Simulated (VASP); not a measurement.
# Si (Imma) in VASP: further runs, part 2 of 3

VASP 6.6.1. The steps go on from the part before.

### 4 Electric field gradients, LDA (zz strain of +3 %)

Contents of INCAR:

```
ALGO = Normal ; EDIFF = 1E-8
ENCUT = 520 ; GGA = CA
ISIF = 2 ; ISMEAR = -1
LASPH = T ; LCHARG = F
LEFG = T ; LREAL = F
LWAVE = F ; NBANDS = 11
NELM = 100 ; PREC = Accurate
SIGMA = 0.05
```

Contents of KPOINTS:

```
k-points
0
Gamma
  16 16 16
```

Contents of POSCAR:

```
Si
1.0
   -2.2510000000      2.3685000000      1.3132500000
    2.2510000000     -2.3685000000      1.3132500000
    2.2510000000      2.3685000000     -1.3132500000
Si
2
Direct
    0.8070000000      0.5570000000      0.2500000000
    0.1930000000      0.4430000000      0.7500000000
```

Potentials or basis: VASP PAW LDA potentials, release 64 (Si).

Command:

```
cat potpaw_LDA.64/Si/POTCAR > POTCAR
mpirun -np 1 vasp_std > vasp.out
```

OUTCAR:

```text
EDIFF = 1E-8
   ENCUT = 520
   GGA = CA
   ISIF = 2
   ISMEAR = -1
   LASPH = T
   LREAL = F
   NELM = 100
   PREC = Accurate

 ion  position               nearest neighbor table
   1  0.807  0.557  0.250-   2 2.39   2 2.39   2 2.47   2 2.47   2 2.77   2 2.77
   2  0.193  0.443  0.750-   1 2.39   1 2.39   1 2.47   1 2.47   1 2.77   1 2.77

  LATTYP: Found a body centered orthorhombic cell.
 ALAT       =     2.6265000000
 B/A-ratio  =     1.7140681515
 C/A-ratio  =     1.8035408338

  Lattice vectors:

 A1 = (   2.2510000000,  -2.3685000000,   1.3132500000)
 A2 = (  -2.2510000000,  -2.3685000000,  -1.3132500000)
 A3 = (   2.2510000000,   2.3685000000,  -1.3132500000)

Analysis of symmetry for initial positions (statically):
=====================================================================
 Subroutine PRICEL returns:
 Original cell was already a primitive cell.

 Routine SETGRP: Setting up the symmetry group for a
 body centered orthorhombic supercell.

 Subroutine GETGRP returns: Found  8 space group operations
 (whereof  4 operations were pure point group operations)
 out of a pool of  8 trial point group operations.

The static configuration has the point symmetry C_2h.
 The point group associated with its full space group is D_2h.

Analysis of symmetry for dynamics (positions and initial velocities):
=====================================================================
 Subroutine PRICEL returns:
 Original cell was already a primitive cell.

 Routine SETGRP: Setting up the symmetry group for a
 body centered orthorhombic supercell.

 Subroutine GETGRP returns: Found  8 space group operations
 (whereof  4 operations were pure point group operations)
 out of a pool of  8 trial point group operations.

The dynamic configuration has the point symmetry C_2h.
 The point group associated with its full space group is D_2h.

 Subroutine INISYM returns: Found  8 space group operations
 (whereof  4 operations are pure point group operations),
 and found     1 'primitive' translations

----------------------------------------------------------------------------------------

                                     Primitive cell

  volume of cell :      28.0063

  direct lattice vectors                    reciprocal lattice vectors
    -2.251000000  2.368500000  1.313250000     0.000000000  0.211104074  0.380734818
     2.251000000 -2.368500000  1.313250000     0.222123501  0.000000000  0.380734818
     2.251000000  2.368500000 -1.313250000     0.222123501  0.211104074  0.000000000

  length of vectors
     3.521564824  3.521564824  3.521564824     0.435343464  0.440792300  0.306437236

  position of ions in fractional coordinates (direct lattice)
     0.807000000  0.557000000  0.250000000
     0.193000000  0.443000000  0.750000000

  ion indices of the primitive-cell ions
   primitive index   ion index
                 1           1
                 2           2

[... 81 lines left out ...]
   PSTRESS=    0.0 pullay stress
   NELECT =       8.0000    total number of electrons
   NUPDOWN=      -1.0000    fix difference up-down
   EMIN   =  10.00;   EMAX   =-10.00  energy-range for DOS
   EFERMI =   0.00;   METHOD = LEGACY
   ISMEAR =    -1;   SIGMA  =   0.05  broadening in eV -4-tet -1-fermi 0-gaus
   EFERMI_NEDOS =   21; number of points for ismear=-14 and -15
   IALGO  =     38    algorithm
   IMIX   =      4    mixing-type and parameters
     AMIX     =   0.40;   BMIX     =  1.00
     AMIX_MAG =   1.60;   BMIX_MAG =  1.00
  volume/ion in A,a.u.               =      14.00        94.50
  Fermi-wavevector in a.u.,A,eV,Ry     =   1.078167  2.037440 15.816014  1.162444
  Thomas-Fermi vector in A             =   2.214098
   LORBIT       =      0    0 simple, 1 ext, 2 COOP (PROOUT), +10 PAW based schemes
   GGA     = CA    functional components
   LHFCALC =     F    Hartree Fock is set to
   AEXX    =    0.0000 exact exchange contribution
   IVDW    =     0    specifies the selected vdW correction
   LEPSILON=     F    determine dielectric tensor
   LRPA    =     F    only Hartree local field effects (RPA)
 non-spin polarized calculation
  energy-cutoff  :      520.00
  volume of cell :       28.01
 maximum number of plane-waves:       769
 NGX is ok and might be reduce to    28
   NGX = 13   NGY = 13   NGZ = 13

 number of electron       8.0000000 magnetization

 Free energy of the ion-electron system (eV)
  ---------------------------------------------------
  ext. energy  EPLUGINS =         0.00000000
  ---------------------------------------------------
  free energy    TOTEN  =       -11.45419581 eV

  energy without entropy =      -11.44765519  energy(sigma->0) =      -11.45092550

 E-fermi :  10.2450     XC(G=0): -11.3324

 val. band max:       10.2438483059   @ k =   0.3750   0.1250  -0.0000
 cond. band min:      10.2454565147   @ k =   0.1250   0.0000   0.0000
 fundamental gap:      0.0016082088
 Fermi energy:        10.2450158376

 k-point     1 :       0.0000    0.0000    0.0000
  band No.  band energies     occupation
      1      -4.2233      2.00000
      2       7.5920      2.00000
      3       7.9843      2.00000
      4       8.9125      2.00000
      5      11.6262      0.00000
      6      17.9457      0.00000
      7      19.4666      0.00000
      8      19.5462      0.00000
      9      19.9227      0.00000
     10      20.4813      0.00000
     11      22.3632      0.00000
[... 309 lines left out ...]
 k-point    24 :      -0.1250    0.0625   -0.0000
  band No.  band energies     occupation
      1      -4.0142      2.00000
      2       6.4426      2.00000
      3       7.7690      2.00000
      4      10.0264      1.97507
      5      12.5777      0.00000
      6      16.2588      0.00000
      7      17.7080      0.00000
      8      19.0703      0.00000
      9      19.8329      0.00000
     10      20.9437      0.00000
     11      22.2237      0.00000

 [... further k-points ...]
[... 5 lines left out ...]
  --------------------------------------------------------------------------------------
  -------------------------------------------------------------------------------------
  Total        1.0308496      1.8552220      0.6915559      0.0000000      0.0000000      0.0000000
  in kB       58.9725060    106.1329376     39.5623028      0.0000000      0.0000000      0.0000000
  external PRESSURE =      68.2225821 kB  Pullay stress =       0.0000000 kB

 VOLUME and BASIS-vectors are now :
 -----------------------------------------------------------------------------
  energy-cutoff  :      520.00
  volume of cell :       28.01
      direct lattice vectors                 reciprocal lattice vectors
    -2.251000000  2.368500000  1.313250000     0.000000000  0.211104074  0.380734818
     2.251000000 -2.368500000  1.313250000     0.222123501  0.000000000  0.380734818
     2.251000000  2.368500000 -1.313250000     0.222123501  0.211104074  0.000000000

 POSITION                                       TOTAL-FORCE (eV/Angst)
 -----------------------------------------------------------------------------------
     -0.00000      1.18425      1.46296         0.000000      0.000000      0.052454
      2.25100      1.18425     -0.14971        -0.000000     -0.000000     -0.052454
 -----------------------------------------------------------------------------------
    total drift:                                0.000000     -0.000000     -0.000000

  FREE ENERGIE OF THE ION-ELECTRON SYSTEM (eV)
  ---------------------------------------------------
  free  energy   TOTEN  =       -11.4541958095 eV

  energy  without entropy=      -11.4476551850  energy(sigma->0) =      -11.45092550

 Electric field gradients (V/A^2)
---------------------------------------------------------------------
 ion       V_xx      V_yy      V_zz      V_xy      V_xz      V_yz
---------------------------------------------------------------------
   1       7.835   -29.551    21.716    -0.000    -0.000    -0.000
   2       7.835   -29.551    21.716    -0.000    -0.000    -0.000
---------------------------------------------------------------------

 Electric field gradients after diagonalization (V/A^2)
 (convention: |V_zz| > |V_xx| > |V_yy|)
----------------------------------------------------------------------
 ion       V_xx      V_yy      V_zz     asymmetry (V_yy - V_xx)/ V_zz
----------------------------------------------------------------------
   1      21.716     7.835   -29.551       0.470
   2      21.716     7.835   -29.551       0.470
----------------------------------------------------------------------

           NMR quadrupolar parameters

 Cq : quadrupolar parameter    Cq=e*Q*V_zz/h
 eta: asymmetry parameters     (V_yy - V_xx)/ V_zz
 Q  : nuclear electric quadrupole moment in mb (millibarn)
----------------------------------------------------------------------
 ion       Cq(MHz)       eta       Q (mb)
----------------------------------------------------------------------
   1      -0.071       0.470       1.000
   2      -0.071       0.470       1.000
----------------------------------------------------------------------
```

stdout:

```text
POSCAR found type information on POSCAR Si
 POSCAR found :  1 types and       2 ions
 scaLAPACK will be used
 LDA part: xc-table for (Slater(with rela. corr.)+CA(PZ))
 , standard interpolation
 POSCAR, INCAR and KPOINTS ok, starting setup
 FFT: planning ... GRIDC
 FFT: planning ... GRID_SOFT
 FFT: planning ... GRID
 WAVECAR not read
 entering main loop
ion   1

ion   2
```

It took 1.8 min on 1 thread of AMD EPYC 9R14 (Zen 4), shared host; peak memory 0.21 GiB.

What came out:

- Free energy: -11.4542 eV
- Pressure: 6.8 GPa
- Largest force: 0.052 eV/Å
- Band gap on the k mesh: zero (band 4 reaches 13.38 eV, above the bottom of band 5 at 5.77 eV)

Forces on the atoms (eV/Å):
```
Si   0.000  0.000  0.052
Si   0.000  0.000 -0.052
```

Electric field gradients, principal values (V/Å²):
```csv
atom,least,middle,greatest (by size)
1 Si,7.835,21.716,-29.551
2 Si,7.835,21.716,-29.551
```

Caveat: the cell differs from its parent crystal (zz strain of +3 %); without QUAD_EFG the Cq values of the log hold for a quadrupole moment of 1 mb, not for the nuclei.

### 5 Electric field gradients, LDA (zz strain of +3 %)

Contents of INCAR:

```
SYSTEM = Si
ALGO = Normal ; EDIFF = 1E-8
ENCUT = 520 ; ISIF = 2
ISMEAR = -1 ; LASPH = .TRUE.
LCHARG = .FALSE. ; LEFG = .TRUE.
LREAL = .FALSE. ; LWAVE = .FALSE.
NBANDS = 11 ; NELM = 80
PREC = Accurate ; SIGMA = 0.05
```

Contents of KPOINTS:

```
k-points
0
G
  16 16 16
  0 0 0
```

POSCAR is that of step 4.

Potentials or basis: VASP PAW LDA potentials, release 64 (Si).

Command:

```
cat potpaw_LDA.64/Si/POTCAR > POTCAR
mpirun -np 1 vasp_std > vasp.out
```

OUTCAR:

```text
SYSTEM = Si
   EDIFF = 1E-8
   ENCUT = 520
   ISIF = 2
   ISMEAR = -1
   LASPH = .TRUE.
   LREAL = .FALSE.
   NELM = 80
   PREC = Accurate

 ion  position               nearest neighbor table
   1  0.807  0.557  0.250-   2 2.39   2 2.39   2 2.47   2 2.47   2 2.77   2 2.77
   2  0.193  0.443  0.750-   1 2.39   1 2.39   1 2.47   1 2.47   1 2.77   1 2.77

  LATTYP: Found a body centered orthorhombic cell.
 ALAT       =     2.6265000000
 B/A-ratio  =     1.7140681515
 C/A-ratio  =     1.8035408338

  Lattice vectors:

 A1 = (   2.2510000000,  -2.3685000000,   1.3132500000)
 A2 = (  -2.2510000000,  -2.3685000000,  -1.3132500000)
 A3 = (   2.2510000000,   2.3685000000,  -1.3132500000)

Analysis of symmetry for initial positions (statically):
=====================================================================
 Subroutine PRICEL returns:
 Original cell was already a primitive cell.

 Routine SETGRP: Setting up the symmetry group for a
[... 530 lines left out ...]
    -2.251000000  2.368500000  1.313250000     0.000000000  0.211104074  0.380734818
     2.251000000 -2.368500000  1.313250000     0.222123501  0.000000000  0.380734818
     2.251000000  2.368500000 -1.313250000     0.222123501  0.211104074  0.000000000

 POSITION                                       TOTAL-FORCE (eV/Angst)
 -----------------------------------------------------------------------------------
     -0.00000      1.18425      1.46296         0.000000      0.000000      0.052454
      2.25100      1.18425     -0.14971        -0.000000     -0.000000     -0.052454
 -----------------------------------------------------------------------------------
    total drift:                                0.000000     -0.000000     -0.000000

  FREE ENERGIE OF THE ION-ELECTRON SYSTEM (eV)
  ---------------------------------------------------
  free  energy   TOTEN  =       -11.4541958095 eV

  energy  without entropy=      -11.4476551850  energy(sigma->0) =      -11.45092550

 Electric field gradients (V/A^2)
---------------------------------------------------------------------
 ion       V_xx      V_yy      V_zz      V_xy      V_xz      V_yz
---------------------------------------------------------------------
   1       7.835   -29.551    21.716    -0.000    -0.000    -0.000
   2       7.835   -29.551    21.716    -0.000    -0.000    -0.000
---------------------------------------------------------------------

 Electric field gradients after diagonalization (V/A^2)
 (convention: |V_zz| > |V_xx| > |V_yy|)
----------------------------------------------------------------------
 ion       V_xx      V_yy      V_zz     asymmetry (V_yy - V_xx)/ V_zz
----------------------------------------------------------------------
   1      21.716     7.835   -29.551       0.470
   2      21.716     7.835   -29.551       0.470
----------------------------------------------------------------------

           NMR quadrupolar parameters

 Cq : quadrupolar parameter    Cq=e*Q*V_zz/h
 eta: asymmetry parameters     (V_yy - V_xx)/ V_zz
 Q  : nuclear electric quadrupole moment in mb (millibarn)
----------------------------------------------------------------------
 ion       Cq(MHz)       eta       Q (mb)
----------------------------------------------------------------------
   1      -0.071       0.470       1.000
   2      -0.071       0.470       1.000
----------------------------------------------------------------------
```

It took 1.8 min on 1 thread of AMD EPYC 9R14 (Zen 4), shared host; peak memory 0.22 GiB.

What came out:

* Free energy: -11.4542 eV
* Pressure: 6.8 GPa
* Largest force: 0.052 eV/Å
* Band gap on the k mesh: zero (band 4 reaches 13.38 eV, above the bottom of band 5 at 5.77 eV)

Forces in eV/Å, atoms in the order of the input:
```
Si   0.000  0.000  0.052
Si   0.000  0.000 -0.052
```

Levels at points of the mesh, in eV from the Fermi level:
| k point | band 1 | band 2 | band 3 | band 4 | band 5 | band 6 | band 7 | band 8 | band 9 |
| --- | --- | --- | --- | --- | --- | --- | --- | --- | --- |
| (0.00, 0.00, 0.00) | -14.47 | -2.65 | -2.26 | -1.33 | 1.38 | 7.70 | 9.22 | 9.30 | 9.68 |
| (0.50, 0.00, 0.00) | -8.01 | -7.58 | -1.69 | -1.40 | -1.32 | 0.11 | 4.73 | 5.12 | 10.25 |
| (0.00, 0.50, 0.00) | -8.02 | -7.15 | -2.62 | -2.33 | -1.58 | 1.20 | 5.13 | 6.30 | 9.45 |
| (0.50, 0.50, 0.00) | -11.13 | -11.13 | 0.38 | 0.38 | 3.23 | 3.23 | 7.73 | 7.73 | 9.84 |
| (0.50, 0.50, 0.50) | -8.87 | -7.88 | -7.40 | -7.07 | 4.80 | 5.93 | 14.14 | 14.16 | 14.40 |

Electric field gradients, principal values (V/Å²):
| atom | least | middle | greatest (by size) |
| --- | --- | --- | --- |
| 1 Si | 7.835 | 21.716 | -29.551 |
| 2 Si | 7.835 | 21.716 | -29.551 |

Caveat: the cell differs from its parent crystal (zz strain of +3 %); without QUAD_EFG the Cq values of the log hold for a quadrupole moment of 1 mb, not for the nuclei.

(Continued in part 3 of 3.)
